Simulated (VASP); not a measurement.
# TiAl (P-6m2) in VASP: single point with LDA

Aim: the single point of TiAl with LDA.

Program: VASP 6.6.1. These are calculated values, not measurements. Logs are shortened: lines on timing, memory, paths and dates and some standing lists are left out, and cuts for length are marked.

**1. The cell of the first run**

It takes space group P-6m2 (No. 187, hexagonal). The conventional cell has a = 2.867 Å, b = 2.867 Å, c = 4.678 Å, α = 90.00°, β = 90.00°, γ = 120.00°. Within 3.8 Å of Ti (site symmetry -6m2) lie 6 Al at 2.87 Å and 6 Ti at 2.87 Å. Within 3.8 Å of Al (site symmetry -6m2) lie 6 Ti at 2.87 Å and 6 Al at 2.87 Å.

**2. Single point, LDA**

Input file INCAR:

```
SYSTEM = TiAl
PREC = Accurate
ENCUT = 520
EDIFF = 1E-7
ISMEAR = -1
SIGMA = 0.1
LREAL = .FALSE.
LASPH = .TRUE.
NELM = 60
ALGO = Normal
ISIF = 2
LWAVE = .FALSE.
LCHARG = .FALSE.
GGA = CA
ISYM = 0
NBANDS = 14
```

Input file KPOINTS:

```
Automatic mesh
0
Gamma
  9 9 5
  0.5 0.5 0.5
```

Input file POSCAR:

```
TiAl
1.0
    2.8672622300      0.0000000000      0.0000000000
   -1.4336311200      2.4831219300      0.0000000000
    0.0000000000      0.0000000000      4.6780830000
Ti Al
1 1
Direct
    0.0000000000      0.0000000000      0.0000000000
    0.3333333300      0.6666666700      0.5000000000
```

Potentials or basis: VASP PAW LDA potentials, release 64 (Ti_sv, Al).

Run with:

```
$ cat potpaw_LDA.64/Ti_sv/POTCAR potpaw_LDA.64/Al/POTCAR > POTCAR
$ mpirun -np 1 vasp_std > vasp.out
```

OUTCAR:

```text
SYSTEM = TiAl
   PREC = Accurate
   ENCUT = 520
   EDIFF = 1E-7
   ISMEAR = -1
   LREAL = .FALSE.
   LASPH = .TRUE.
   NELM = 60
   ISIF = 2
   GGA = CA
   ISYM = 0

 ion  position               nearest neighbor table
   1  0.000  0.000  0.000-   2 2.87   2 2.87   2 2.87   2 2.87   2 2.87   2 2.87
   2  0.333  0.667  0.500-   1 2.87   1 2.87   1 2.87   1 2.87   1 2.87   1 2.87

IMPORTANT INFORMATION: All symmetrisations will be switched off!
NOSYMM: (Re-)initialisation of all symmetry stuff for point group C_1.

----------------------------------------------------------------------------------------

                                     Primitive cell

  volume of cell :      33.3068

  direct lattice vectors                    reciprocal lattice vectors
     2.867262230  0.000000000  0.000000000     0.348764752  0.201359424  0.000000000
    -1.433631120  2.483121930  0.000000000     0.000000000  0.402718847  0.000000000
     0.000000000  0.000000000  4.678083000     0.000000000  0.000000000  0.213762774

  length of vectors
     2.867262230  2.867262232  4.678083000     0.402718847  0.402718847  0.213762774

  position of ions in fractional coordinates (direct lattice)
     0.000000000  0.000000000  0.000000000
     0.333333330  0.666666670  0.500000000

  ion indices of the primitive-cell ions
   primitive index   ion index
                 1           1
                 2           2

----------------------------------------------------------------------------------------

 KPOINTS: Automatic mesh

Automatic generation of k-mesh.
 Grid dimensions read from file:
 generate k-points for:    9    9    5

 Generating k-lattice:

  Cartesian coordinates                     Fractional coordinates (reciprocal lattice)
     0.038751639  0.022373269  0.000000000     0.111111111  0.000000000  0.000000000
     0.000000000  0.044746539  0.000000000     0.000000000  0.111111111  0.000000000
     0.000000000  0.000000000  0.042752555     0.000000000  0.000000000  0.200000000

  Length of vectors
     0.044746539  0.044746539  0.042752555

  Shift w.r.t. Gamma in fractional coordinates (k-lattice)
     0.500000000  0.500000000  0.500000000

 Subroutine IBZKPT returns following result:
 ===========================================

 Found    609 irreducible k-points:

 Following reciprocal coordinates:
            Coordinates               Weight
  0.055556  0.055556  0.100000      2.000000
 -0.055556  0.111111  0.100000      2.000000
 -0.111111  0.055556  0.100000      2.000000
 -0.055556 -0.055556  0.100000      2.000000
  0.055556 -0.111111  0.100000      2.000000
  0.111111 -0.055556  0.100000      2.000000
[... 16 lines left out ...]
  0.055556 -0.333333  0.100000      2.000000
  0.333333 -0.277778  0.100000      2.000000
 [... further k-points ...]
   k-points           NKPTS =    609   k-points in BZ     NKDIM =    609   number of bands    NBANDS=     14
   number of dos      NEDOS =    301   number of ions     NIONS =      2
   total plane-waves  NPLWV =  20736
   dimension x,y,z NGX =    24 NGY =   24 NGZ =   36
   dimension x,y,z NGXF=    48 NGYF=   48 NGZF=   72
   ions per type =               1   1
   NGX,Y,Z   is equivalent  to a cutoff of  13.92, 13.92, 12.79 a.u.
   NGXF,Y,Z  is equivalent  to a cutoff of  27.83, 27.83, 25.59 a.u.
 SYSTEM =  TiAl
   PREC   = accura    normal or accurate (medium, high low for compatibility)
   ISTART =      0    job   : 0-new  1-cont  2-samecut
   ICHARG =      2    charge: 1-file 2-atom 10-const
   ISPIN  =      1    spin polarized calculation?
   LNONCOLLINEAR =      F non collinear calculations
   LSORBIT =      F    spin-orbit coupling
   LASPH  =      T    aspherical Exc in radial PAW
   ENCUT  =  520.0 eV  38.22 Ry    6.18 a.u.   5.33  5.33  8.70*2*pi/ulx,y,z
   NELM   =     60;   NELMIN=  2; NELMDL= -5     # of ELM steps
   EDIFF  = 0.1E-06   stopping-criterion for ELM
   LREAL  =      F    real-space projection
   EDIFFG = 0.1E-05   stopping-criterion for IOM
   NSW    =      0    number of steps for IOM
   IBRION =     -1    ionic relax: 0-MD 1-quasi-New 2-CG
   NFREE  =      0    steps in history (QN), initial steepest desc. (CG)
   ISIF   =      2    stress and relaxation
   ISYM   =      0    0-nonsym 1-usesym 2-fastsym
   POTIM  = 0.5000    time-step for ionic-motion
   TEBEG  =    0.0;   TEEND  =   0.0 temperature during run
   PSTRESS=    0.0 pullay stress
   NELECT =      15.0000    total number of electrons
   NUPDOWN=      -1.0000    fix difference up-down
   EMIN   =  10.00;   EMAX   =-10.00  energy-range for DOS
   EFERMI =   0.00;   METHOD = LEGACY
   ISMEAR =    -1;   SIGMA  =   0.10  broadening in eV -4-tet -1-fermi 0-gaus
   EFERMI_NEDOS =   21; number of points for ismear=-14 and -15
   IALGO  =     38    algorithm
   IMIX   =      4    mixing-type and parameters
     AMIX     =   0.40;   BMIX     =  1.00
     AMIX_MAG =   1.60;   BMIX_MAG =  1.00
  volume/ion in A,a.u.               =      16.65       112.38
  Fermi-wavevector in a.u.,A,eV,Ry     =   1.254857  2.371335 21.424622  1.574665
  Thomas-Fermi vector in A             =   2.388641
   LORBIT       =      0    0 simple, 1 ext, 2 COOP (PROOUT), +10 PAW based schemes
   GGA     = CA    functional components
   LHFCALC =     F    Hartree Fock is set to
   AEXX    =    0.0000 exact exchange contribution
   IVDW    =     0    specifies the selected vdW correction
   LEPSILON=     F    determine dielectric tensor
   LRPA    =     F    only Hartree local field effects (RPA)
 non-spin polarized calculation
  energy-cutoff  :      520.00
  volume of cell :       33.31
 maximum number of plane-waves:       912
 NGX is ok and might be reduce to    24
   NGX = 11   NGY = 11   NGZ = 17

 number of electron      15.0000001 magnetization

 Free energy of the ion-electron system (eV)
  ---------------------------------------------------
  ext. energy  EPLUGINS =         0.00000000
  ---------------------------------------------------
  free energy    TOTEN  =       -13.25243766 eV

  energy without entropy =      -13.17369242  energy(sigma->0) =      -13.21306504

 E-fermi :   7.6434     XC(G=0): -11.1533

 val. band max:        7.6402653767   @ k =  -0.3889  -0.2778   0.3000
 cond. band min:       7.6689422063   @ k =  -0.4444   0.3889   0.5000
 fundamental gap:      0.0286768296
 Fermi energy:         7.6433962182

 k-point     1 :       0.0556    0.0556    0.1000
  band No.  band energies     occupation
      1     -48.1845      2.00000
      2     -24.8888      2.00000
      3     -24.5253      2.00000
      4     -24.4842      2.00000
      5      -0.9525      2.00000
      6       4.9910      2.00000
      7       6.3874      1.99999
      8       8.6681      0.00007
      9       9.0701      0.00000
     10      10.2731      0.00000
     11      10.3183      0.00000
     12      11.8554      0.00000
     13      18.1924      0.00000
     14      18.3882      0.00000

 k-point     2 :      -0.0556    0.1111    0.1000
  band No.  band energies     occupation
      1     -48.1845      2.00000
      2     -24.8888      2.00000
      3     -24.5253      2.00000
      4     -24.4842      2.00000
      5      -0.9525      2.00000
      6       4.9910      2.00000
      7       6.3874      1.99999
      8       8.6681      0.00007
      9       9.0701      0.00000
     10      10.2731      0.00000
     11      10.3183      0.00000
     12      11.8554      0.00000
     13      18.1924      0.00000
     14      18.3882      0.00000

 k-point     3 :      -0.1111    0.0556    0.1000
  band No.  band energies     occupation
      1     -48.1845      2.00000
      2     -24.8888      2.00000
      3     -24.5253      2.00000
      4     -24.4842      2.00000
      5      -0.9525      2.00000
      6       4.9910      2.00000
      7       6.3874      1.99999
      8       8.6681      0.00007
      9       9.0701      0.00000
     10      10.2731      0.00000
     11      10.3183      0.00000
     12      11.8554      0.00000
     13      18.1924      0.00000
     14      18.3882      0.00000

 k-point     4 :      -0.0556   -0.0556    0.1000
  band No.  band energies     occupation
      1     -48.1845      2.00000
      2     -24.8888      2.00000
      3     -24.5253      2.00000
      4     -24.4842      2.00000
      5      -0.9525      2.00000
      6       4.9910      2.00000
      7       6.3874      1.99999
      8       8.6681      0.00007
      9       9.0701      0.00000
     10      10.2731      0.00000
     11      10.3183      0.00000
     12      11.8554      0.00000
     13      18.1924      0.00000
     14      18.3882      0.00000

 k-point     5 :       0.0556   -0.1111    0.1000
  band No.  band energies     occupation
      1     -48.1845      2.00000
      2     -24.8888      2.00000
      3     -24.5253      2.00000
      4     -24.4842      2.00000
      5      -0.9525      2.00000
      6       4.9910      2.00000
      7       6.3874      1.99999
      8       8.6681      0.00007
      9       9.0701      0.00000
     10      10.2731      0.00000
     11      10.3183      0.00000
[... 276 lines left out ...]
 k-point    22 :      -0.2778   -0.0556    0.1000
  band No.  band energies     occupation
      1     -48.1249      2.00000
      2     -24.8742      2.00000
      3     -24.8308      2.00000
      4     -24.5723      2.00000
      5       1.0893      2.00000
      6       5.8793      2.00000
      7       6.8521      1.99927
      8       7.7532      0.50040
      9       9.7636      0.00000
     10      10.4416      0.00000
     11      10.6068      0.00000
     12      11.7661      0.00000
     13      13.1344      0.00000
     14      15.6397      0.00000

 k-point    23 :       0.0556   -0.3333    0.1000
  band No.  band energies     occupation
      1     -48.1249      2.00000
      2     -24.8742      2.00000
      3     -24.8308      2.00000
      4     -24.5723      2.00000
      5       1.0893      2.00000
      6       5.8793      2.00000
      7       6.8521      1.99927
      8       7.7532      0.50040
      9       9.7636      0.00000
     10      10.4416      0.00000
     11      10.6068      0.00000
     12      11.7661      0.00000
     13      13.1344      0.00000
     14      15.6397      0.00000

 k-point    24 :       0.3333   -0.2778    0.1000
  band No.  band energies     occupation
      1     -48.1249      2.00000
      2     -24.8742      2.00000
      3     -24.8308      2.00000
      4     -24.5723      2.00000
      5       1.0893      2.00000
      6       5.8793      2.00000
      7       6.8521      1.99927
      8       7.7532      0.50040
      9       9.7636      0.00000
     10      10.4416      0.00000
     11      10.6068      0.00000
     12      11.7661      0.00000
     13      13.1344      0.00000
     14      15.6397      0.00000

 [... further k-points ...]
[... 5 lines left out ...]
  --------------------------------------------------------------------------------------
  -------------------------------------------------------------------------------------
  Total       -1.1057075     -1.1057093     -1.4431218     -0.0000017     -0.0000003      0.0000007
  in kB      -53.1884646    -53.1885494    -69.4192919     -0.0000795     -0.0000154      0.0000346
  external PRESSURE =     -58.5987686 kB  Pullay stress =       0.0000000 kB

 VOLUME and BASIS-vectors are now :
 -----------------------------------------------------------------------------
  energy-cutoff  :      520.00
  volume of cell :       33.31
      direct lattice vectors                 reciprocal lattice vectors
     2.867262230  0.000000000  0.000000000     0.348764752  0.201359424  0.000000000
    -1.433631120  2.483121930  0.000000000     0.000000000  0.402718847  0.000000000
     0.000000000  0.000000000  4.678083000     0.000000000  0.000000000  0.213762774

 POSITION                                       TOTAL-FORCE (eV/Angst)
 -----------------------------------------------------------------------------------
      0.00000      0.00000      0.00000        -0.000000      0.000000      0.000000
     -0.00000      1.65541      2.33904         0.000000     -0.000000     -0.000000
 -----------------------------------------------------------------------------------
    total drift:                               -0.000000      0.000000      0.000000

  FREE ENERGIE OF THE ION-ELECTRON SYSTEM (eV)
  ---------------------------------------------------
  free  energy   TOTEN  =       -13.2524376599 eV

  energy  without entropy=      -13.1736924245  energy(sigma->0) =      -13.21306504
```

It took 3.4 min on 1 thread of AMD EPYC 7R13 (Zen 3), shared host; peak memory 0.35 GiB.

What came out:

- Free energy: -13.2524 eV
- Pressure: -5.9 GPa

Stress tensor (GPa, compression positive):
```
-5.32  0.00  0.00
 0.00 -5.32  0.00
 0.00  0.00 -6.94
```
